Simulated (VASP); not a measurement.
Write the native input for VASP 6.6.1 that does the following.

| Property | Result |
| --- | --- |
| Task | single point |
| Functional | PBE |
| Potentials or basis | VASP PAW PBE potentials, release 64 (Hf_pv, B) |
| Cutoff | 520 eV |
| k mesh | 11 × 11 × 8 |
| Occupations | fermi-dirac, width 0.05 eV |
| Spin | no spin polarisation |
| Dipole correction | no |
| Further INCAR settings | ALGO = Normal; EDIFF = 1e-06; NBANDS = 15 |

The structure of HfB2 lies in POSCAR:

```
HfB2
1.0
    3.1400000000      0.0000000000      0.0000000000
   -1.5700000000      2.7193200000      0.0000000000
    0.0000000000      0.0000000000      3.4800000000
Hf B
1 2
Direct
    0.0000000000      0.0000000000      0.0000000000
    0.3333333333      0.6666666667      0.5000000000
    0.6666666667      0.3333333333      0.5000000000
```

The input as run:

INCAR

```
SYSTEM = HfB2
PREC = Accurate
ENCUT = 520
EDIFF = 1E-6
ISMEAR = -1
SIGMA = 0.05
LREAL = .FALSE.
LASPH = .TRUE.
NELM = 80
ALGO = Normal
ISIF = 2
LWAVE = .FALSE.
LCHARG = .FALSE.
GGA = PE
NBANDS = 15
```

KPOINTS

```
Automatic mesh
0
G
  11 11 8
  0 0 0
```

Potentials or basis: VASP PAW PBE potentials, release 64 (Hf_pv, B).

Run with:

```console
$ cat potpaw_PBE.64/Hf_pv/POTCAR potpaw_PBE.64/B/POTCAR > POTCAR
$ mpirun -np 1 vasp_std > vasp.out
```

Results of the run:

```
Pressure               : 1.0 GPa
Band gap on the k mesh : zero (band 8 reaches 8.26 eV, above the bottom of band 9 at 7.17 eV)
```

Caveat: spin-orbit coupling is left out, which moves the levels of the heavy elements.

Run time: 14 s on 1 thread of Intel(R) Xeon(R) 6975P-C (Granite Rapids), with other jobs on the host, peak memory 0.16 GiB.
